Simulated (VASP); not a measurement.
Here is a VASP 6.6.1 calculation.

Contents of INCAR:

```
PREC = Accurate
ENCUT = 1330
EDIFF = 1E-6
ISMEAR = 0
SIGMA = 0.02
LREAL = F
LASPH = T
NELM = 120
ALGO = Normal
ISIF = 2
LWAVE = F
LCHARG = T
LELF = T
LVHAR = T
NBANDS = 16
GGA_COMPAT = F
```

KPOINTS

```
regular mesh
0
Gamma
  10 10 10
```

File POSCAR:

```
GaN
1.0
    0.0000000000      2.2276018791      2.2276018791
    2.2276018791      0.0000000000      2.2276018791
    2.2276018791      2.2276018791      0.0000000000
Ga N
1 1
Direct
    0.0000000000      0.0000000000      0.0000000000
    0.2500000000      0.2500000000      0.2500000000
```

Potentials or basis: VASP PAW LDA potentials, release 64 (Ga_d, N_h).

Run with:

```console
$ cat potpaw_LDA.64/Ga_d/POTCAR potpaw_LDA.64/N_h/POTCAR > POTCAR
$ mpirun -np 1 vasp_std > vasp.out
```

Q: Predict the band gap on the k mesh.

A: 1.97 eV.

Q: Estimate the pressure.

A: 1.0 GPa.
